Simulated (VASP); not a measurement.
## CaTeI3: relaxation of cell and atoms with PBE

CaTeI3:

```
CELL_PARAMETERS angstrom
4.11987 2.37861 3.46149
-4.11987 2.37861 3.46149
0.00000 -4.75721 3.46149
ATOMIC_POSITIONS crystal
Ca 0.00130 0.00130 0.00130
Te 0.47708 0.47708 0.47708
I 0.02867 0.50547 0.50547
I 0.50547 0.50547 0.02867
I 0.50547 0.02867 0.50547
```

The cell was generated, and may not be a known phase.

```
Program                : VASP 6.6.1
Task                   : relaxation of cell and atoms
Functional             : PBE
Potentials or basis    : VASP PAW PBE potentials, release 64 (Ca_sv, Te, I)
Cutoff                 : 600 eV
k mesh                 : 3 × 3 × 3
Occupations            : gaussian, width 0.1 eV
Spin                   : no spin polarisation
Dipole correction      : no
Further INCAR settings : ALGO = Normal; EDIFF = 1e-06; IBRION = 2; EDIFFG = -0.04; NSW = 90; ISIF = 3
```

- Relaxed volume: 60.94 Å³/atom
- Relaxed cell: a = 6.738 Å, b = 6.738 Å, c = 6.738 Å, α = 92.90°, β = 92.90°, γ = 92.90°
- Space group after relaxing (to 0.1 Å): R3m (No. 160)
- Energy gained by relaxing: 855.2 meV/atom
- Ionic steps: 57
- Pressure after relaxing: 0.0 GPa
- Largest force after relaxing: 0.018 eV/Å
- Band gap on the k mesh: zero (an odd number of electrons rules out a gap without spin polarisation)

Forces on the atoms (eV/Å):
```
Ca   0.000  0.000 -0.018
Te   0.000  0.000  0.016
I    0.005  0.003  0.001
I    0.000 -0.006  0.001
I   -0.005  0.003  0.001
```

The path:
```tsv
step	energy change (eV)	largest force (eV/Å)	pressure (GPa)	volume (Å³)
1	0.0000	5.0551	7.20	203.53
3	-1.7443	0.4186	-0.58	249.12
5	-1.7836	0.2211	-0.34	244.06
7	-1.8005	0.1126	0.09	237.29
9	-1.8147	0.2238	-0.07	239.63
11	-1.8591	0.7624	-0.65	250.33
13	-1.8608	0.9130	-0.79	254.68
15	-1.8622	0.9180	-0.79	254.88
17	-1.8689	0.9410	-0.81	255.77
19	-1.8964	1.0296	-0.86	259.34
21	-2.0028	1.6126	-0.59	273.86
23	-1.9769	1.6512	-0.45	275.13
25	-2.0840	1.8374	0.24	283.54
27	-2.3518	1.6594	0.24	287.69
29	-2.3127	2.3950	2.09	305.73
31	-2.7705	1.3201	0.33	300.71
33	-2.9480	1.5867	-2.04	337.77
35	-3.2125	1.1159	-1.30	315.83
37	-3.9302	0.2303	0.81	250.63
39	-3.9914	0.4021	-0.03	260.19
41	-4.0510	0.1933	0.40	266.36
43	-4.1075	0.2171	0.18	277.03
45	-4.1234	0.8208	-0.22	324.15
47	-4.2180	0.3155	-0.20	316.55
49	-4.2377	0.1158	-0.20	322.11
51	-4.2465	0.2519	0.13	313.38
53	-4.2649	0.1223	0.08	309.42
55	-4.2744	0.1012	0.02	304.28
57	-4.2758	0.0184	-0.02	304.68
```

Final structure:
```xyz
5
Lattice="4.8835 2.8195 3.6879 -4.8835 2.8195 3.6879 0.0000 -5.6390 3.6879" Properties=species:S:1:pos:R:3 pbc="T T T"
Ca    0.0000    0.0000    9.0295
Te    0.0000    0.0000    5.9035
I    -2.4590   -1.4197    4.3085
I     0.0000    2.8394    4.3085
I     2.4590   -1.4197    4.3085
```

Levels at points of the mesh, in eV from the Fermi level:
```
           k point  band 15  band 16  band 17  band 18  band 19  band 20  band 21  band 22
(0.00, 0.00, 0.00)    -1.72    -1.56    -1.56     1.06     1.67     1.67     2.27     3.16
```

It took 16 min on 1 thread of Intel(R) Xeon(R) 6975P-C (Granite Rapids) (shared host), peak memory 0.36 GiB.

Caveat: the volume moved by over 15 % at a fixed basis, so the end points are rough; spin-orbit coupling is left out, which moves the levels of the heavy elements; an odd number of electrons without spin polarisation forces a metal; a magnetic or distorted state may lie lower.
